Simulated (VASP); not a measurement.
# Te (C2/m) in VASP: further runs

The runs below take Te through single point, with LDA.

Everything below comes from runs of VASP 6.6.1. Logs are shortened: lines on timing, memory, paths and dates and some standing lists are left out, and cuts for length are marked.

**1. The cell of the first run**

Symmetry: C2/m, No. 12, monoclinic system. Conventional cell: a = 7.485 Å, b = 4.209 Å, c = 5.855 Å, α = 90.00°, β = 90.90°, γ = 90.00°. Within 4.0 Å of Te (site symmetry 2/m) lie 6 Te at 3.03 to 3.24 Å. Within 3.9 Å of Te (site symmetry m) lie 6 Te at 2.97 to 3.40 Å.

**2. Single point, LDA (30.73 Å³/atom)**

Contents of INCAR:

```
  ALGO = Normal
  EDIFF = 1E-7
  ENCUT = 520
  GGA = CA
  ISIF = 2
  ISMEAR = -1
  LASPH = True
  LCHARG = False
  LREAL = False
  LWAVE = False
  NBANDS = 16
  NELM = 100
  PREC = Accurate
  SIGMA = 0.05
```

Contents of KPOINTS:

```
k-points
0
Gamma
  7 7 5
```

Contents of POSCAR:

```
Te
1.0
    3.7423024554     -2.1043494257      0.0000000000
    3.7423024554      2.1043494257      0.0000000000
   -0.0923660238      0.0000000000      5.8540953882
Te
3
Direct
    0.0000000000      0.0000000000      0.0000000000
    0.3094466100      0.3094466100      0.3388094900
    0.6905533900      0.6905533900      0.6611905100
```

Potentials or basis: VASP PAW LDA potentials, release 64 (Te).

On the command line:

```console
cat potpaw_LDA.64/Te/POTCAR > POTCAR
mpirun -np 1 vasp_std > vasp.out
```

OUTCAR:

```text
EDIFF = 1E-7
   ENCUT = 520
   GGA = CA
   ISIF = 2
   ISMEAR = -1
   LASPH = True
   LREAL = False
   NELM = 100
   PREC = Accurate

 ion  position               nearest neighbor table
   1  0.000  0.000  0.000-   2 3.03   3 3.03   3 3.24   3 3.24   2 3.24   2 3.24
   2  0.309  0.309  0.339-   3 2.97   3 2.97   1 3.03   1 3.24   1 3.24   3 3.40
   3  0.691  0.691  0.661-   2 2.97   2 2.97   1 3.03   1 3.24   1 3.24   2 3.40

  LATTYP: Found a base centered monoclinic cell.
 ALAT       =     7.4846049108
 B/A-ratio  =     0.5623140969
 C/A-ratio  =     0.7822489081
 COS(beta)  =    -0.0157760547

  Lattice vectors:

 A1 = (   3.7423024554,  -2.1043494257,   0.0000000000)
 A2 = (   3.7423024554,   2.1043494257,   0.0000000000)
 A3 = (  -0.0923660238,   0.0000000000,   5.8540953882)

Analysis of symmetry for initial positions (statically):
=====================================================================
 Subroutine PRICEL returns:
 Original cell was already a primitive cell.

 Routine SETGRP: Setting up the symmetry group for a
 base centered monoclinic supercell.

 Subroutine GETGRP returns: Found  4 space group operations
 (whereof  4 operations were pure point group operations)
 out of a pool of  4 trial point group operations.

The static configuration has the point symmetry C_2h.

Analysis of symmetry for dynamics (positions and initial velocities):
=====================================================================
 Subroutine PRICEL returns:
 Original cell was already a primitive cell.

 Routine SETGRP: Setting up the symmetry group for a
 base centered monoclinic supercell.

 Subroutine GETGRP returns: Found  4 space group operations
 (whereof  4 operations were pure point group operations)
 out of a pool of  4 trial point group operations.

The dynamic configuration has the point symmetry C_2h.

 Subroutine INISYM returns: Found  4 space group operations
 (whereof  4 operations are pure point group operations),
 and found     1 'primitive' translations

----------------------------------------------------------------------------------------

                                     Primitive cell

  volume of cell :      92.2033

  direct lattice vectors                    reciprocal lattice vectors
     3.742302455 -2.104349426  0.000000000     0.133607587 -0.237603125  0.002108063
     3.742302455  2.104349426  0.000000000     0.133607587  0.237603125  0.002108063
    -0.092366024  0.000000000  5.854095388     0.000000000  0.000000000  0.170820585

  length of vectors
     4.293380274  4.293380274  5.854824019     0.272599846  0.272599846  0.170820585

  position of ions in fractional coordinates (direct lattice)
     0.000000000  0.000000000  0.000000000
     0.309446610  0.309446610  0.338809490
     0.690553390  0.690553390  0.661190510

  ion indices of the primitive-cell ions
   primitive index   ion index
                 1           1
                 2           2
                 3           3

----------------------------------------------------------------------------------------

 KPOINTS: k-points

Automatic generation of k-mesh.
 Grid dimensions read from file:
 generate k-points for:    7    7    5

 Generating k-lattice:

  Cartesian coordinates                     Fractional coordinates (reciprocal lattice)
     0.019086798 -0.033943304  0.000301152     0.142857143  0.000000000  0.000000000
     0.019086798  0.033943304  0.000301152     0.000000000  0.142857143  0.000000000
     0.000000000  0.000000000  0.034164117     0.000000000  0.000000000  0.200000000

  Length of vectors
     0.038942835  0.038942835  0.034164117

  Shift w.r.t. Gamma in fractional coordinates (k-lattice)
     0.000000000  0.000000000  0.000000000

 Subroutine IBZKPT returns following result:
 ===========================================

 Found     72 irreducible k-points:

 Following reciprocal coordinates:
            Coordinates               Weight
  0.000000  0.000000  0.000000      1.000000
  0.142857  0.000000 -0.000000      4.000000
  0.285714 -0.000000 -0.000000      4.000000
  0.428571 -0.000000  0.000000      4.000000
  0.142857  0.142857 -0.000000      2.000000
  0.285714  0.142857  0.000000      4.000000
[... 16 lines left out ...]
 -0.142857  0.000000  0.200000      4.000000
  0.142857  0.142857  0.200000      2.000000
 [... further k-points ...]
   k-points           NKPTS =     72   k-points in BZ     NKDIM =     72   number of bands    NBANDS=     16
   number of dos      NEDOS =    301   number of ions     NIONS =      3
   total plane-waves  NPLWV =  49152
   dimension x,y,z NGX =    32 NGY =   32 NGZ =   48
   dimension x,y,z NGXF=    64 NGYF=   64 NGZF=   96
   ions per type =               3
   NGX,Y,Z   is equivalent  to a cutoff of  12.39, 12.39, 13.63 a.u.
   NGXF,Y,Z  is equivalent  to a cutoff of  24.78, 24.78, 27.26 a.u.
 SYSTEM =  unknown system
   PREC   = accura    normal or accurate (medium, high low for compatibility)
   ISTART =      0    job   : 0-new  1-cont  2-samecut
   ICHARG =      2    charge: 1-file 2-atom 10-const
   ISPIN  =      1    spin polarized calculation?
   LNONCOLLINEAR =      F non collinear calculations
   LSORBIT =      F    spin-orbit coupling
   LASPH  =      T    aspherical Exc in radial PAW
   ENCUT  =  520.0 eV  38.22 Ry    6.18 a.u.   7.98  7.98 10.89*2*pi/ulx,y,z
   NELM   =    100;   NELMIN=  2; NELMDL= -5     # of ELM steps
   EDIFF  = 0.1E-06   stopping-criterion for ELM
   LREAL  =      F    real-space projection
   EDIFFG = 0.1E-05   stopping-criterion for IOM
   NSW    =      0    number of steps for IOM
   IBRION =     -1    ionic relax: 0-MD 1-quasi-New 2-CG
   NFREE  =      0    steps in history (QN), initial steepest desc. (CG)
   ISIF   =      2    stress and relaxation
   ISYM   =      2    0-nonsym 1-usesym 2-fastsym
   POTIM  = 0.5000    time-step for ionic-motion
   TEBEG  =    0.0;   TEEND  =   0.0 temperature during run
   PSTRESS=    0.0 pullay stress
   NELECT =      18.0000    total number of electrons
   NUPDOWN=      -1.0000    fix difference up-down
   EMIN   =  10.00;   EMAX   =-10.00  energy-range for DOS
   EFERMI =   0.00;   METHOD = LEGACY
   ISMEAR =    -1;   SIGMA  =   0.05  broadening in eV -4-tet -1-fermi 0-gaus
   EFERMI_NEDOS =   21; number of points for ismear=-14 and -15
   IALGO  =     38    algorithm
   IMIX   =      4    mixing-type and parameters
     AMIX     =   0.40;   BMIX     =  1.00
     AMIX_MAG =   1.60;   BMIX_MAG =  1.00
  volume/ion in A,a.u.               =      30.73       207.41
  Fermi-wavevector in a.u.,A,eV,Ry     =   0.949694  1.794661 12.271337  0.901918
  Thomas-Fermi vector in A             =   2.078000
   LORBIT       =      0    0 simple, 1 ext, 2 COOP (PROOUT), +10 PAW based schemes
   GGA     = CA    functional components
   LHFCALC =     F    Hartree Fock is set to
   AEXX    =    0.0000 exact exchange contribution
   IVDW    =     0    specifies the selected vdW correction
   LEPSILON=     F    determine dielectric tensor
   LRPA    =     F    only Hartree local field effects (RPA)
 non-spin polarized calculation
  energy-cutoff  :      520.00
  volume of cell :       92.20
 maximum number of plane-waves:      2505
   NGX = 15   NGY = 15   NGZ = 21

 number of electron      18.0000001 magnetization

 Free energy of the ion-electron system (eV)
  ---------------------------------------------------
  ext. energy  EPLUGINS =         0.00000000
  ---------------------------------------------------
  free energy    TOTEN  =       -11.33242783 eV

  energy without entropy =      -11.32466859  energy(sigma->0) =      -11.32854821

 E-fermi :   7.1639     XC(G=0):  -9.7555

 val. band max:        7.1634822309   @ k =   0.4286   0.2857   0.2000
 cond. band min:       7.1844674761   @ k =   0.0000   0.0000   0.4000
 fundamental gap:      0.0209852452
 Fermi energy:         7.1638552304

 k-point     1 :       0.0000    0.0000    0.0000
  band No.  band energies     occupation
      1      -7.0497      2.00000
      2      -3.5785      2.00000
      3      -3.4098      2.00000
      4       4.2420      2.00000
      5       4.2554      2.00000
      6       4.8587      2.00000
[... 8 lines left out ...]
     15      13.1228      0.00000
     16      13.1533      0.00000

 k-point     2 :       0.1429    0.0000   -0.0000
  band No.  band energies     occupation
      1      -6.8657      2.00000
      2      -3.5459      2.00000
      3      -3.4070      2.00000
      4       2.8828      2.00000
      5       3.5866      2.00000
      6       3.9841      2.00000
[... 8 lines left out ...]
     15      12.9597      0.00000
     16      13.6156      0.00000

 k-point     3 :       0.2857   -0.0000   -0.0000
  band No.  band energies     occupation
      1      -6.3300      2.00000
      2      -3.7829      2.00000
      3      -3.2821      2.00000
      4       1.8734      2.00000
      5       2.6890      2.00000
      6       3.2497      2.00000
[... 8 lines left out ...]
     15      13.6283      0.00000
     16      14.8234      0.00000

 k-point     4 :       0.4286   -0.0000    0.0000
  band No.  band energies     occupation
      1      -5.5119      2.00000
      2      -4.5211      2.00000
      3      -3.1232      2.00000
      4       1.9230      2.00000
      5       2.1911      2.00000
      6       2.8355      2.00000
[... 8 lines left out ...]
     15      15.3030      0.00000
     16      16.1154      0.00000
[... 324 lines left out ...]
 k-point    22 :      -0.2857    0.0000    0.2000
  band No.  band energies     occupation
      1      -6.2223      2.00000
      2      -4.1942      2.00000
      3      -3.0970      2.00000
      4       2.5900      2.00000
      5       3.3024      2.00000
      6       3.3540      2.00000
[... 8 lines left out ...]
     15      13.1467      0.00000
     16      13.5511      0.00000

 k-point    23 :      -0.1429    0.0000    0.2000
  band No.  band energies     occupation
      1      -6.7267      2.00000
      2      -4.5504      2.00000
      3      -2.4231      2.00000
      4       3.0324      2.00000
      5       4.0263      2.00000
      6       4.1439      2.00000
[... 8 lines left out ...]
     15      12.4988      0.00000
     16      12.9066      0.00000

 k-point    24 :       0.1429    0.1429    0.2000
  band No.  band energies     occupation
      1      -6.7290      2.00000
      2      -4.6062      2.00000
      3      -2.3629      2.00000
      4       2.9462      2.00000
      5       4.0294      2.00000
      6       4.4194      2.00000
[... 8 lines left out ...]
     15      12.5914      0.00000
     16      12.9730      0.00000

 [... further k-points ...]

------------------------ aborting loop because EDIFF is reached ----------------------------------------

  FORCE on cell =-STRESS in cart. coord.  units (eV):
  Direction    XX          YY          ZZ          XY          YZ          ZX
  --------------------------------------------------------------------------------------
  -------------------------------------------------------------------------------------
  Total        0.0952264      0.3496822      0.5083922      0.0000000      0.0000000     -0.0107614
  in kB        1.6547088      6.0762776      8.8341124      0.0000000      0.0000000     -0.1869961
  external PRESSURE =       5.5216996 kB  Pullay stress =       0.0000000 kB

 VOLUME and BASIS-vectors are now :
 -----------------------------------------------------------------------------
  energy-cutoff  :      520.00
  volume of cell :       92.20
      direct lattice vectors                 reciprocal lattice vectors
     3.742302455 -2.104349426  0.000000000     0.133607587 -0.237603125  0.002108063
     3.742302455  2.104349426  0.000000000     0.133607587  0.237603125  0.002108063
    -0.092366024  0.000000000  5.854095388     0.000000000  0.000000000  0.170820585

 POSITION                                       TOTAL-FORCE (eV/Angst)
 -----------------------------------------------------------------------------------
      0.00000      0.00000      0.00000        -0.000000      0.000000      0.000000
      2.28479      0.00000      1.98342         0.246901      0.000000     -0.094374
      5.10745      0.00000      3.87067        -0.246901      0.000000      0.094374
 -----------------------------------------------------------------------------------
    total drift:                                0.000000     -0.000000     -0.000000

  FREE ENERGIE OF THE ION-ELECTRON SYSTEM (eV)
  ---------------------------------------------------
  free  energy   TOTEN  =       -11.3324278276 eV

  energy  without entropy=      -11.3246685937  energy(sigma->0) =      -11.32854821
```

It took 50 s on 1 thread of Intel Xeon Platinum 8488C (Sapphire Rapids), shared host; peak memory 0.22 GiB.

What came out:

* Free energy: -11.3324 eV
* Pressure: 0.6 GPa
* Largest force: 0.264 eV/Å
* Band gap on the k mesh: zero (bands 9 and 10 overlap by 0.03 eV)

Forces in eV/Å, atoms in the order of the input:
```
Te   0.000  0.000  0.000
Te   0.247  0.000 -0.094
Te  -0.247  0.000  0.094
```

Levels at points of the mesh, in eV from the Fermi level:
| k point | band 5 | band 6 | band 7 | band 8 | band 9 | band 10 | band 11 | band 12 | band 13 | band 14 |
| --- | --- | --- | --- | --- | --- | --- | --- | --- | --- | --- |
| (0.00, 0.00, 0.00) | -2.91 | -2.31 | -2.13 | -1.79 | -1.58 | 0.98 | 1.02 | 1.57 | 4.54 | 4.96 |

Caveat: spin-orbit coupling is left out, which moves the levels of the heavy elements.

**3. Single point, LDA (31.39 Å³/atom)**

This run uses another cell than the first one, of 31.39 Å³/atom.

Contents of INCAR:

```
PREC = Accurate ; ENCUT = 520
EDIFF = 1E-6 ; ISMEAR = -1
SIGMA = 0.05 ; LREAL = F
LASPH = T ; NELM = 60
ALGO = Normal ; ISIF = 2
LWAVE = F ; LCHARG = F
NBANDS = 16
```

Contents of KPOINTS:

```
Automatic mesh
0
Gamma
  7 7 5
```

Contents of POSCAR:

```
Te
1.0
    3.7686575664     -2.1191692761      0.0000000000
    3.7686575664      2.1191692761      0.0000000000
   -0.0930165102      0.0000000000      5.8953227704
Te
3
Direct
    0.0000000000      0.0000000000      0.0000000000
    0.3094466100      0.3094466100      0.3388094900
    0.6905533900      0.6905533900      0.6611905100
```

Potentials or basis: VASP PAW LDA potentials, release 64 (Te).

On the command line:

```console
cat potpaw_LDA.64/Te/POTCAR > POTCAR
mpirun -np 1 vasp_std > vasp.out
```

Wall time 46 s (1 thread of Intel Xeon Platinum 8488C (Sapphire Rapids), shared host); peak memory 0.23 GiB.

The run converged. Its results:

* Free energy: -11.3315 eV
* Pressure: -0.7 GPa
* Largest force: 0.199 eV/Å
* Band gap on the k mesh: zero (bands 9 and 10 overlap by 0.01 eV)

Forces on the atoms (eV/Å):
```
Te   0.000  0.000  0.000
Te   0.185  0.000 -0.073
Te  -0.185  0.000  0.073
```

Stress tensor (GPa, compression positive):
```
-0.91  0.00 -0.02
 0.00 -0.55  0.00
-0.02  0.00 -0.61
```

Levels at points of the mesh, in eV from the Fermi level:
```csv
k point,band 5,band 6,band 7,band 8,band 9,band 10,band 11,band 12,band 13,band 14
"(0.00, 0.00, 0.00)",-2.84,-2.30,-2.11,-1.74,-1.53,0.96,1.00,1.55,4.59,5.00
```

Caveat: spin-orbit coupling is left out, which moves the levels of the heavy elements.

(Continued in part 2 of 2.)

The gap in the log of VASP goes by the Fermi energy; the results here count the filled bands.